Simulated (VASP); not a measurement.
# Re (P6_3/mmc) in VASP: further runs, part 3 of 3

VASP 6.6.1. The steps go on from the part before.

## (4) Electric field gradients, PBE (12.94 Å³/atom)

This run uses another cell than the first one, of 12.94 Å³/atom.

INCAR

```
PREC = Accurate ; ENCUT = 520
EDIFF = 1E-8 ; ISMEAR = -1
SIGMA = 0.05 ; LREAL = F
LASPH = T ; NELM = 100
ALGO = Normal ; ISIF = 2
LWAVE = F ; LCHARG = F
GGA = PE ; LEFG = T
NBANDS = 14
```

KPOINTS

```
regular mesh
0
Gamma
  14 14 8
```

POSCAR

```
Re
1.0
    2.6539513089      0.0000000000      0.0000000000
   -1.3269756545      2.2983892539      0.0000000000
    0.0000000000      0.0000000000      4.2436285669
Re
2
Direct
    0.3333333333      0.6666666667      0.2500000000
    0.6666666667      0.3333333333      0.7500000000
```

Potentials or basis: VASP PAW PBE potentials, release 64 (Re).

Command:

```
$ cat potpaw_PBE.64/Re/POTCAR > POTCAR
$ mpirun -np 1 vasp_std > vasp.out
```

OUTCAR:

```text
PREC = Accurate
   ENCUT = 520
   EDIFF = 1E-8
   ISMEAR = -1
   LREAL = F
   LASPH = T
   NELM = 100
   ISIF = 2
   GGA = PE

 ion  position               nearest neighbor table
   1  0.333  0.667  0.250-   2 2.62   2 2.62   2 2.62   2 2.62   2 2.62   2 2.62
   2  0.667  0.333  0.750-   1 2.62   1 2.62   1 2.62   1 2.62   1 2.62   1 2.62

  LATTYP: Found a hexagonal cell.
 ALAT       =     2.6539513089
 C/A-ratio  =     1.5989850879

  Lattice vectors:

 A1 = (   2.6539513089,   0.0000000000,   0.0000000000)
 A2 = (  -1.3269756545,   2.2983892539,   0.0000000000)
 A3 = (   0.0000000000,   0.0000000000,   4.2436285669)

Analysis of symmetry for initial positions (statically):
=====================================================================
 Subroutine PRICEL returns:
 Original cell was already a primitive cell.

 Routine SETGRP: Setting up the symmetry group for a
 hexagonal supercell.

 Subroutine GETGRP returns: Found 24 space group operations
 (whereof 12 operations were pure point group operations)
 out of a pool of 24 trial point group operations.

The static configuration has the point symmetry D_3d.
 The point group associated with its full space group is D_6h.

Analysis of symmetry for dynamics (positions and initial velocities):
=====================================================================
 Subroutine PRICEL returns:
 Original cell was already a primitive cell.

 Routine SETGRP: Setting up the symmetry group for a
 hexagonal supercell.

 Subroutine GETGRP returns: Found 24 space group operations
 (whereof 12 operations were pure point group operations)
 out of a pool of 24 trial point group operations.

The dynamic configuration has the point symmetry D_3d.
 The point group associated with its full space group is D_6h.

 Subroutine INISYM returns: Found 24 space group operations
 (whereof 12 operations are pure point group operations),
 and found     1 'primitive' translations

----------------------------------------------------------------------------------------

                                     Primitive cell

  volume of cell :      25.8853

  direct lattice vectors                    reciprocal lattice vectors
     2.653951309  0.000000000  0.000000000     0.376796664  0.217543655  0.000000000
    -1.326975654  2.298389254  0.000000000     0.000000000  0.435087311  0.000000000
     0.000000000  0.000000000  4.243628567     0.000000000  0.000000000  0.235647391

  length of vectors
     2.653951309  2.653951309  4.243628567     0.435087311  0.435087311  0.235647391

  position of ions in fractional coordinates (direct lattice)
     0.333333333  0.666666667  0.250000000
     0.666666667  0.333333333  0.750000000

  ion indices of the primitive-cell ions
   primitive index   ion index
                 1           1
                 2           2

----------------------------------------------------------------------------------------

 KPOINTS: regular mesh

Automatic generation of k-mesh.
 Grid dimensions read from file:
 generate k-points for:   14   14    8
[... 84 lines left out ...]
     AMIX_MAG =   1.60;   BMIX_MAG =  1.00
  volume/ion in A,a.u.               =      12.94        87.34
  Fermi-wavevector in a.u.,A,eV,Ry     =   1.333827  2.520568 24.206054  1.779095
  Thomas-Fermi vector in A             =   2.462656
   LORBIT       =      0    0 simple, 1 ext, 2 COOP (PROOUT), +10 PAW based schemes
   GGA     = PE    functional components
   LHFCALC =     F    Hartree Fock is set to
   AEXX    =    0.0000 exact exchange contribution
   IVDW    =     0    specifies the selected vdW correction
   LEPSILON=     F    determine dielectric tensor
   LRPA    =     F    only Hartree local field effects (RPA)
 non-spin polarized calculation
  energy-cutoff  :      520.00
  volume of cell :       25.89
 maximum number of plane-waves:       715
 NGX is ok and might be reduce to    20
   NGX =  9   NGY =  9   NGZ = 15

 number of electron      14.0000000 magnetization

 Free energy of the ion-electron system (eV)
  ---------------------------------------------------
  ext. energy  EPLUGINS =         0.00000000
  ---------------------------------------------------
  free energy    TOTEN  =       -24.05267021 eV

  energy without entropy =      -24.04074796  energy(sigma->0) =      -24.04670908

 E-fermi :   9.5280     XC(G=0): -14.4475

 val. band max:        9.5234054300   @ k =   0.2143   0.0000   0.0000
 cond. band min:       9.5389065268   @ k =   0.5000   0.0000   0.3750
 fundamental gap:      0.0155010968
 Fermi energy:         9.5279970790

 k-point     1 :       0.0000    0.0000    0.0000
  band No.  band energies     occupation
      1      -1.1878      2.00000
      2       1.9320      2.00000
      3       7.5713      2.00000
      4       7.5713      2.00000
      5       7.7569      2.00000
      6       8.6359      2.00000
      7       8.6359      2.00000
      8       9.6317      0.22327
      9       9.6317      0.22327
     10      10.6732      0.00000
     11      13.5343      0.00000
     12      13.5343      0.00000
     13      21.4610      0.00000
     14      23.7837      0.00000
[... 377 lines left out ...]
      1       3.2208      2.00000
      2       4.7831      2.00000
      3       4.8175      2.00000
      4       5.8163      2.00000
      5       6.9324      2.00000
      6       7.3139      2.00000
      7       9.5210      1.06997
      8      12.9940      0.00000
      9      13.5971      0.00000
     10      13.9341      0.00000
     11      17.1768      0.00000
     12      17.3108      0.00000
     13      19.2253      0.00000
     14      25.6971      0.00000

 [... further k-points ...]

------------------------ aborting loop because EDIFF is reached ----------------------------------------

  FORCE on cell =-STRESS in cart. coord.  units (eV):
  Direction    XX          YY          ZZ          XY          YZ          ZX
  --------------------------------------------------------------------------------------
  -------------------------------------------------------------------------------------
  Total       11.4294896     11.4294896     12.6397795     -0.0000000      0.0000000      0.0000000
  in kB      707.4300813    707.4300813    782.3411628     -0.0000000      0.0000000      0.0000000
  external PRESSURE =     732.4004418 kB  Pullay stress =       0.0000000 kB

 VOLUME and BASIS-vectors are now :
 -----------------------------------------------------------------------------
  energy-cutoff  :      520.00
  volume of cell :       25.89
      direct lattice vectors                 reciprocal lattice vectors
     2.653951309  0.000000000  0.000000000     0.376796664  0.217543655  0.000000000
    -1.326975654  2.298389254  0.000000000     0.000000000  0.435087311  0.000000000
     0.000000000  0.000000000  4.243628567     0.000000000  0.000000000  0.235647391

 POSITION                                       TOTAL-FORCE (eV/Angst)
 -----------------------------------------------------------------------------------
     -0.00000      1.53226      1.06091         0.000000      0.000000      0.000000
      1.32698      0.76613      3.18272        -0.000000     -0.000000      0.000000
 -----------------------------------------------------------------------------------
    total drift:                               -0.000000     -0.000000     -0.000000

  FREE ENERGIE OF THE ION-ELECTRON SYSTEM (eV)
  ---------------------------------------------------
  free  energy   TOTEN  =       -24.0526702079 eV

  energy  without entropy=      -24.0407479609  energy(sigma->0) =      -24.04670908

 Electric field gradients (V/A^2)
---------------------------------------------------------------------
 ion       V_xx      V_yy      V_zz      V_xy      V_xz      V_yz
---------------------------------------------------------------------
   1      53.009    53.010  -106.019     0.000     0.000    -0.000
   2      53.009    53.010  -106.019     0.000    -0.000     0.000
---------------------------------------------------------------------

 Electric field gradients after diagonalization (V/A^2)
 (convention: |V_zz| > |V_xx| > |V_yy|)
----------------------------------------------------------------------
 ion       V_xx      V_yy      V_zz     asymmetry (V_yy - V_xx)/ V_zz
----------------------------------------------------------------------
   1      53.010    53.009  -106.019       0.000
   2      53.010    53.009  -106.019       0.000
----------------------------------------------------------------------

           NMR quadrupolar parameters

 Cq : quadrupolar parameter    Cq=e*Q*V_zz/h
 eta: asymmetry parameters     (V_yy - V_xx)/ V_zz
 Q  : nuclear electric quadrupole moment in mb (millibarn)
----------------------------------------------------------------------
 ion       Cq(MHz)       eta       Q (mb)
----------------------------------------------------------------------
   1      -0.256       0.000       1.000
   2      -0.256       0.000       1.000
----------------------------------------------------------------------
```

Wall time 20 s (1 thread of Intel Xeon 6975P-C (Granite Rapids), shared host); peak memory 0.16 GiB.

Results:

```yaml
Free_energy: -24.0527 eV
Pressure: 73.2 GPa
Band_gap_on_the_k_mesh: zero (bands 7 and 8 overlap by 3.96 eV)
Largest_electric_field_gradient_by_atom: Re -106.0 V/Å²
```

Levels at points of the mesh, in eV from the Fermi level:
```csv
k point,band 3,band 4,band 5,band 6,band 7,band 8,band 9,band 10,band 11,band 12
"(0.00, 0.00, 0.00)",-1.96,-1.96,-1.77,-0.89,-0.89,0.10,0.10,1.15,4.01,4.01
"(0.50, 0.00, 0.00)",-6.20,-2.45,-1.73,-1.44,-0.55,4.73,5.42,5.43,7.32,8.38
"(0.00, 0.00, 0.50)",-2.66,-2.66,-2.13,-2.13,-2.13,-2.13,3.10,3.10,3.10,3.10
"(0.50, 0.00, 0.50)",-4.84,-4.84,0.40,0.40,1.29,1.29,5.13,5.13,5.77,5.77
```

Electric field gradients, principal values (V/Å²):
```csv
atom,least,middle,greatest (by size)
1 Re,53.009,53.010,-106.019
2 Re,53.009,53.010,-106.019
```

Caveat: the cell stands under pressure; without QUAD_EFG the Cq values of the log hold for a quadrupole moment of 1 mb, not for the nuclei; spin-orbit coupling is left out, which moves the levels of the heavy elements.

## (5) Electric field gradients, PBE (equal xx and yy strain of +1 %)

INCAR

```
SYSTEM = Re
ALGO = Normal
EDIFF = 1E-8
ENCUT = 520
GGA = PE
ISIF = 2
ISMEAR = -1
LASPH = .True.
LCHARG = .False.
LEFG = .True.
LREAL = .False.
LWAVE = .False.
NBANDS = 14
NELM = 60
PREC = Accurate
SIGMA = 0.05
```

KPOINTS

```
k-points
0
Gamma
  14 14 8
  0 0 0
```

POSCAR

```
Re
1.0
    2.6289300831      0.0000000000      0.0000000000
   -1.3144650416      2.2767202367      0.0000000000
    0.0000000000      0.0000000000      4.1620000000
Re
2
Direct
    0.3333333333      0.6666666667      0.2500000000
    0.6666666667      0.3333333333      0.7500000000
```

Potentials or basis: VASP PAW PBE potentials, release 64 (Re).

Command:

```
$ cat potpaw_PBE.64/Re/POTCAR > POTCAR
$ mpirun -np 1 vasp_std > vasp.out
```

OUTCAR:

```text
SYSTEM = Re
   EDIFF = 1E-8
   ENCUT = 520
   GGA = PE
   ISIF = 2
   ISMEAR = -1
   LASPH = .True.
   LREAL = .False.
   NELM = 60
   PREC = Accurate

 ion  position               nearest neighbor table
   1  0.333  0.667  0.250-   2 2.58   2 2.58   2 2.58   2 2.58   2 2.58   2 2.58
   2  0.667  0.333  0.750-   1 2.58   1 2.58   1 2.58   1 2.58   1 2.58   1 2.58

  LATTYP: Found a hexagonal cell.
 ALAT       =     2.6289300831
 C/A-ratio  =     1.5831535524

  Lattice vectors:

 A1 = (   2.6289300831,   0.0000000000,   0.0000000000)
 A2 = (  -1.3144650416,   2.2767202367,   0.0000000000)
[... 623 lines left out ...]
  free  energy   TOTEN  =       -23.5129608247 eV

  energy  without entropy=      -23.5014515887  energy(sigma->0) =      -23.50720621

 Electric field gradients (V/A^2)
---------------------------------------------------------------------
 ion       V_xx      V_yy      V_zz      V_xy      V_xz      V_yz
---------------------------------------------------------------------
   1      64.400    64.400  -128.801     0.000     0.000    -0.000
   2      64.400    64.400  -128.801     0.000    -0.000     0.000
---------------------------------------------------------------------

 Electric field gradients after diagonalization (V/A^2)
 (convention: |V_zz| > |V_xx| > |V_yy|)
----------------------------------------------------------------------
 ion       V_xx      V_yy      V_zz     asymmetry (V_yy - V_xx)/ V_zz
----------------------------------------------------------------------
   1      64.401    64.400  -128.801       0.000
   2      64.401    64.400  -128.801       0.000
----------------------------------------------------------------------

           NMR quadrupolar parameters

 Cq : quadrupolar parameter    Cq=e*Q*V_zz/h
 eta: asymmetry parameters     (V_yy - V_xx)/ V_zz
 Q  : nuclear electric quadrupole moment in mb (millibarn)
----------------------------------------------------------------------
 ion       Cq(MHz)       eta       Q (mb)
----------------------------------------------------------------------
   1      -0.311       0.000       1.000
   2      -0.311       0.000       1.000
----------------------------------------------------------------------
```

OSZICAR:

```text
N       E                     dE             d eps       ncg     rms          rms(c)
DAV:   1     0.232159047183E+02    0.23216E+02   -0.69891E+03  6704   0.131E+03
DAV:   2    -0.236974177510E+02   -0.46913E+02   -0.41710E+02  5478   0.312E+02
DAV:   3    -0.246505795930E+02   -0.95316E+00   -0.93770E+00  5148   0.422E+01
DAV:   4    -0.246593430202E+02   -0.87634E-02   -0.87574E-02  5118   0.258E+00
DAV:   5    -0.246595003869E+02   -0.15737E-03   -0.15736E-03  5126   0.645E-01    0.585E+01
DAV:   6    -0.238806483396E+02    0.77885E+00   -0.32027E-01  5850   0.149E+01    0.297E+01
DAV:   7    -0.235183789392E+02    0.36227E+00   -0.38929E-01  5838   0.158E+01    0.350E-01
DAV:   8    -0.235138477480E+02    0.45312E-02   -0.49991E-03  5506   0.668E-01    0.262E-01
DAV:   9    -0.235129377586E+02    0.90999E-03   -0.54268E-04  5712   0.248E-01    0.427E-02
DAV:  10    -0.235129662271E+02   -0.28469E-04   -0.61007E-05  5508   0.888E-02    0.172E-02
DAV:  11    -0.235129609267E+02    0.53004E-05   -0.11512E-06  5656   0.166E-02    0.248E-03
DAV:  12    -0.235129608190E+02    0.10763E-06   -0.19368E-08  3852   0.306E-03    0.598E-04
DAV:  13    -0.235129608247E+02   -0.56543E-08   -0.49385E-09  2802   0.216E-03
   1 F= -.23512961E+02 E0= -.23507206E+02  d E =-.115092E-01
```

stdout:

```text
POSCAR found type information on POSCAR Re
 POSCAR found :  1 types and       2 ions
 scaLAPACK will be used
 LDA part: xc-table for (Slater+PW92), standard interpolation
 POSCAR, INCAR and KPOINTS ok, starting setup
 FFT: planning ... GRIDC
 FFT: planning ... GRID_SOFT
 FFT: planning ... GRID
 WAVECAR not read
 entering main loop
ion   1

ion   2
```

Run time: 63 s. Hardware: 1 thread of AMD EPYC, shared host; peak memory 0.13 GiB.

What came out:

* Free energy: -23.5130 eV
* Pressure: 101.0 GPa
* Band gap on the k mesh: zero (bands 7 and 8 overlap by 4.21 eV)
* Largest electric field gradient by atom: Re -128.8 V/Å²

Stress tensor (GPa, compression positive):
```
 95.62   0.00   0.00
  0.00  95.62   0.00
  0.00   0.00 111.62
```

Levels at points of the mesh, in eV from the Fermi level:
```tsv
k point	band 4	band 5	band 6	band 7	band 8	band 9	band 10	band 11
(0.00, 0.00, 0.00)	-2.12	-1.75	-0.95	-0.95	-0.03	-0.03	1.43	4.18
(0.50, 0.00, 0.00)	-2.72	-1.75	-1.38	-0.48	4.88	5.67	5.81	7.71
(0.00, 0.00, 0.50)	-2.70	-2.33	-2.33	-2.33	-2.33	3.27	3.27	3.27
(0.50, 0.00, 0.50)	-5.07	0.34	0.34	1.42	1.42	5.34	5.34	6.08
```

Electric field gradients, principal values (V/Å²):
```
atom   least  middle  greatest (by size)
1 Re  64.400  64.401            -128.801
2 Re  64.400  64.401            -128.801
```

Caveat: the cell differs from its parent crystal (equal xx and yy strain of +1 %); the cell stands under pressure; without QUAD_EFG the Cq values of the log hold for a quadrupole moment of 1 mb, not for the nuclei; spin-orbit coupling is left out, which moves the levels of the heavy elements.

## (6) Electric field gradients, PBE (equal xx and yy strain of +1 %)

INCAR

```
ALGO = Normal
EDIFF = 1E-8
ENCUT = 520
GGA = PE
ISIF = 2
ISMEAR = -1
LASPH = T
LCHARG = F
LEFG = T
LREAL = F
LWAVE = F
NBANDS = 14
NELM = 100
PREC = Accurate
SIGMA = 0.05
```

KPOINTS

```
k-points
0
Gamma
  14 14 8
```

POSCAR is that of step 5.

Potentials or basis: VASP PAW PBE potentials, release 64 (Re).

Command:

```
$ cat potpaw_PBE.64/Re/POTCAR > POTCAR
$ mpirun -np 1 vasp_std > vasp.out
```

OUTCAR:

```text
EDIFF = 1E-8
   ENCUT = 520
   GGA = PE
   ISIF = 2
   ISMEAR = -1
   LASPH = T
   LREAL = F
   NELM = 100
   PREC = Accurate

 ion  position               nearest neighbor table
   1  0.333  0.667  0.250-   2 2.58   2 2.58   2 2.58   2 2.58   2 2.58   2 2.58
   2  0.667  0.333  0.750-   1 2.58   1 2.58   1 2.58   1 2.58   1 2.58   1 2.58

  LATTYP: Found a hexagonal cell.
 ALAT       =     2.6289300831
 C/A-ratio  =     1.5831535524

  Lattice vectors:

[... 622 lines left out ...]

  FREE ENERGIE OF THE ION-ELECTRON SYSTEM (eV)
  ---------------------------------------------------
  free  energy   TOTEN  =       -23.5129608247 eV

  energy  without entropy=      -23.5014515887  energy(sigma->0) =      -23.50720621

 Electric field gradients (V/A^2)
---------------------------------------------------------------------
 ion       V_xx      V_yy      V_zz      V_xy      V_xz      V_yz
---------------------------------------------------------------------
   1      64.400    64.400  -128.801     0.000     0.000    -0.000
   2      64.400    64.400  -128.801     0.000    -0.000     0.000
---------------------------------------------------------------------

 Electric field gradients after diagonalization (V/A^2)
 (convention: |V_zz| > |V_xx| > |V_yy|)
----------------------------------------------------------------------
 ion       V_xx      V_yy      V_zz     asymmetry (V_yy - V_xx)/ V_zz
----------------------------------------------------------------------
   1      64.401    64.400  -128.801       0.000
   2      64.401    64.400  -128.801       0.000
----------------------------------------------------------------------

           NMR quadrupolar parameters

 Cq : quadrupolar parameter    Cq=e*Q*V_zz/h
 eta: asymmetry parameters     (V_yy - V_xx)/ V_zz
 Q  : nuclear electric quadrupole moment in mb (millibarn)
----------------------------------------------------------------------
 ion       Cq(MHz)       eta       Q (mb)
----------------------------------------------------------------------
   1      -0.311       0.000       1.000
   2      -0.311       0.000       1.000
----------------------------------------------------------------------
```

It took 59 s on 1 thread of AMD EPYC, shared host; peak memory 0.13 GiB.

Results:

| Item | Value |
| --- | --- |
| Free energy | -23.5130 eV |
| Pressure | 101.0 GPa |
| Band gap on the k mesh | zero (bands 7 and 8 overlap by 4.21 eV) |
| Largest electric field gradient by atom | Re -128.8 V/Å² |

Electric field gradients, principal values (V/Å²):
| atom | least | middle | greatest (by size) |
| --- | --- | --- | --- |
| 1 Re | 64.400 | 64.401 | -128.801 |
| 2 Re | 64.400 | 64.401 | -128.801 |

Caveat: the cell differs from its parent crystal (equal xx and yy strain of +1 %); the cell stands under pressure; without QUAD_EFG the Cq values of the log hold for a quadrupole moment of 1 mb, not for the nuclei; spin-orbit coupling is left out, which moves the levels of the heavy elements.

## (7) Summary

```csv
cell,gap on the mesh (eV),pressure (GPa)
"a = 2.637, b = 2.637, c = 4.217 Å, angles 90.0, 90.0, 120.0°, 2 atoms",none,86.5
"a = 2.654, b = 2.654, c = 4.244 Å, angles 90.0, 90.0, 120.0°, 2 atoms",none,73.2
"a = 2.629, b = 2.629, c = 4.162 Å, angles 90.0, 90.0, 120.0°, 2 atoms",none,101.0
```

Alike in all rows: task electric field gradients; level PBE; potentials or basis VASP PAW PBE potentials, release 64 (Re); no spin polarisation; k mesh 14 × 14 × 8; cutoff (eV) 520; smearing fermi-dirac 0.05 eV.

Caveats: the cell stands under pressure; spin-orbit coupling is left out, which moves the levels of the heavy elements.

Total energies depend on the potentials used, so only differences within one code and one set of settings carry meaning.
